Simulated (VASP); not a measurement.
Write the native input for VASP 6.6.1 that does the following.

- Task: single point
- Functional: PBE
- Potentials or basis: VASP PAW PBE potentials, release 64 (Cu, I)
- Cutoff: 520 eV
- k mesh: 18 × 18 × 18
- Occupations: gaussian, width 0.1 eV
- Spin: no spin polarisation
- Dipole correction: no
- k mesh for the DOS: 27 × 27 × 27
- Occupations for the DOS: tetrahedron
- Further INCAR settings: ALGO = Normal; EDIFF = 1e-06

CuI:

```
CELL_PARAMETERS angstrom
2.02739 1.17051 3.31230
-2.02739 1.17051 3.31230
0.00000 -2.34103 3.31230
ATOMIC_POSITIONS crystal
Cu 0.50000 0.50000 0.50000
I 0.00000 0.00000 0.00000
```

These files were run (other wordings do the same):

POSCAR

```
CuI
1.0
    2.0273877104      1.1705128387      3.3122966345
   -2.0273877104      1.1705128387      3.3122966345
    0.0000000000     -2.3410256824      3.3122966328
Cu I
1 1
Direct
    0.5000000000      0.5000000000      0.5000000000
    0.0000000000      0.0000000000      0.0000000000
```

INCAR.step1

```
PREC = Accurate
ENCUT = 520
EDIFF = 1E-6
ISMEAR = 0
SIGMA = 0.1
LREAL = False
LASPH = True
NELM = 100
ALGO = Normal
ISIF = 2
LWAVE = False
LCHARG = True
LMAXMIX = 4
GGA = PE
NBANDS = 16
```

KPOINTS.step1

```
Automatic mesh
0
Gamma
  18 18 18
```

INCAR.step2

```
PREC = Accurate
ENCUT = 520
EDIFF = 1E-6
ISMEAR = -5
SIGMA = 0.1
LREAL = False
LASPH = True
NELM = 100
ALGO = Normal
ISIF = 2
LWAVE = False
LCHARG = False
LMAXMIX = 4
GGA = PE
LORBIT = 11
NEDOS = 1001
ICHARG = 11
```

KPOINTS.step2

```
Automatic mesh
0
Gamma
  27 27 27
```

Potentials or basis: VASP PAW PBE potentials, release 64 (Cu, I).

Launch:

```sh
$ cat potpaw_PBE.64/Cu/POTCAR potpaw_PBE.64/I/POTCAR > POTCAR
$ cp INCAR.step1 INCAR
$ cp KPOINTS.step1 KPOINTS
$ mpirun -np 1 vasp_std > vasp.out
$ cp INCAR.step2 INCAR
$ cp KPOINTS.step2 KPOINTS
$ mpirun -np 1 vasp_std > vasp.out
```

It gave:

```json
{
 "Valence electrons inside the program's atomic spheres": "Cu 9.82; I 4.28"
}
```

Run time: 8.8 min on 1 thread of AMD EPYC 9R45 96-Core Processor (Zen 5), with other jobs on the host, peak memory 1.2 GiB.
